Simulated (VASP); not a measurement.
Here is a VASP 6.6.1 calculation.

Contents of INCAR:

```
ALGO = Fast ; EDIFF = 1E-6
ENCUT = 520 ; GGA = PS
ISIF = 2 ; ISMEAR = 0
LASPH = T ; LCHARG = F
LREAL = F ; LWAVE = F
NBANDS = 14 ; NELM = 100
PREC = Accurate ; SIGMA = 0.15
```

File KPOINTS:

```
k-points
0
Gamma
  22 22 7
```

Contents of POSCAR:

```
Al
1.0
   -1.6064390039      1.6064390039     -1.6064390039
   -1.6064390039     -1.6064390039      1.6064390039
    0.0000000000      6.3196899983      6.3196899983
Al
4
Direct
    0.0000000000      0.0000000000      0.8896854933
    0.5000000000      0.5000000000      0.1270979276
    0.0000000000      0.0000000000      0.3812937828
    0.5000000000      0.5000000000      0.6354896381
```

Potentials or basis: VASP PAW PBE potentials, release 64 (Al).

Run with:

```bash
$ cat potpaw_PBE.64/Al/POTCAR > POTCAR
$ mpirun -np 1 vasp_std > vasp.out
```

Q: Predict the band gap on the k mesh.

A: Zero (band 6 reaches 13.09 eV, above the bottom of band 7 at 6.24 eV).

Q: What does it give for the pressure?

A: 1.5 GPa.

Stress tensor (GPa, compression positive):
```
1.65 0.00 0.00
0.00 1.37 1.23
0.00 1.23 1.37
```

Caveat: the PAW data sets were made with another functional, which shifts forces and pressure a little.
